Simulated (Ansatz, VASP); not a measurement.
**Mg2NCl: VASP beside Ansatz**

Contents of INCAR:

```
SYSTEM = Mg2NCl
ALGO = Normal
EDIFF = 1E-7
ENCUT = 520
ISIF = 2
ISMEAR = 0
LASPH = .TRUE.
LCHARG = .TRUE.
LELF = .TRUE.
LREAL = .FALSE.
LVHAR = .TRUE.
LWAVE = .FALSE.
NBANDS = 16
NELM = 80
PREC = Accurate
SIGMA = 0.01
```

The input KPOINTS:

```
k-points
0
G
  10 10 10
  0 0 0
```

Contents of POSCAR:

```
Mg2NCl
1.0
    1.6466125281      0.9506721863      5.9379615086
   -1.6466125281      0.9506721863      5.9379615086
    0.0000000000     -1.9013443726      5.9379615086
Mg N Cl
2 1 1
Direct
    0.2229104120      0.2229104120      0.2229104120
    0.7770895880      0.7770895880      0.7770895880
    0.5000000000      0.5000000000      0.5000000000
    0.0000000000      0.0000000000      0.0000000000
```

Input for Ansatz:

```yaml
crystal:
  lattice:
    - [1.6466125281, 0.9506721863, 5.9379615086]
    - [-1.6466125281, 0.9506721863, 5.9379615086]
    - [0.0, -1.9013443726, 5.9379615086]
  atoms:
    - { symbol: Mg, position: [0.222910412, 0.222910412, 0.222910412] }
    - { symbol: Mg, position: [0.777089588, 0.777089588, 0.777089588] }
    - { symbol: "N", position: [0.5, 0.5, 0.5] }
    - { symbol: Cl, position: [0.0, 0.0, 0.0] }
kpoints:
  mp_grid: { grid: [10, 10, 10] }
  band_path:
    path:
      - [0.0, 0.0, 0.0]
      - [0.5, 0.5, 0.5]
      - [0.8162451631, 0.1837548369, 0.5]
      - [0.5, -0.1837548369, 0.1837548369]
      - [0.5, 0.0, 0.0]
      - [0.3418774184, -0.3418774184, 0.0]
      - [0.6581225816, 0.0, 0.3418774184]
      - [0.5, 0.0, 0.5]
    npoints: 1
hamiltonian:
  xc: lda
scf:
  occupations: { method: fixed }
  n_extra_bands: 5
output:
  forces: true
  stress: true
  eigenvalues: true
```

Alike in both runs: task single point; functional LDA; k mesh 10 × 10 × 10; no spin polarisation.

|  | VASP | Ansatz |
| --- | --- | --- |
| version | VASP 6.6.1 | Ansatz 0.2.0 |
| potentials or method | VASP PAW LDA potentials, release 64 (Mg, N, Cl) | plane waves, PAW |
| plane-wave cutoff (eV) | 520 | 420 |
| occupations | gaussian, width 0.01 eV | fixed |
| valence electrons in the cell | 16 | 32 |

Ansatz gave:

```
gap on the k mesh at the Fermi level (eV)                     : 2.35
pressure (GPa)                                                : -3.8
traceless stress, the component that is largest in VASP (GPa) : 0.47
rms of the force components (eV/Å)                            : 0.026
```

Task: Estimate VASP's values.

Result: gap on the k mesh at the Fermi level (eV): 2.33; pressure (GPa): -4.5; traceless stress, the component that is largest in VASP (GPa): 0.44; rms of the force components (eV/Å): 0.043.

LDA's correlation is that of Perdew and Zunger in VASP and of Perdew and Wang (1992) in Ansatz. Atom by atom the forces differ by 0.017 eV/Å (rms over components). VASP's potentials hold 16 valence electrons a cell and Ansatz's 32, so a difference there can come from the potentials and not from the codes.
